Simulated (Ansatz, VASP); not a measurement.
MnHg: VASP beside Ansatz

```
Hg Mn
1.0
     3.32088    0.00000    0.00000
     0.00000    3.32088    0.00000
     0.00000    0.00000    3.31300
Hg Mn
1 1
Cartesian
  0.0000 0.0000 0.0000
  1.6604 1.6604 1.6565
```

Alike in both runs: functional PBE; k mesh 7 × 7 × 7; occupations fermi-dirac, width 0.05 eV; collinear spin.

```csv
,VASP,Ansatz
version,VASP 6.6.1,Ansatz 0.2.0
potentials or method,"VASP PAW PBE potentials, release 64 (Hg, Mn_pv)",Ansatz PAW
plane-wave cutoff (eV),520,420
valence electrons in the cell,25,35
task,single point,band structure
```

VASP gave:

```
gap on the k mesh at the Fermi level (eV)                     : none
pressure (GPa)                                                : 0.6
net moment per atom (μB)                                      : 1.96
size of the moment on the site where the two differ most (μB) : 3.84
```

Problem. Estimate Ansatz's values.

Solution. gap on the k mesh at the Fermi level (eV): none; pressure (GPa): 0.2; net moment per atom (μB): 1.96; size of the moment on the site where the two differ most (μB): 3.90.

Site moments also hang on the region over which each program counts them. A gap of «none» marks a metal or a gap that the smearing closes. VASP's potentials hold 25 valence electrons a cell and Ansatz's 35, so a difference there can come from the potentials and not from the codes.

Spin-orbit coupling is off throughout.
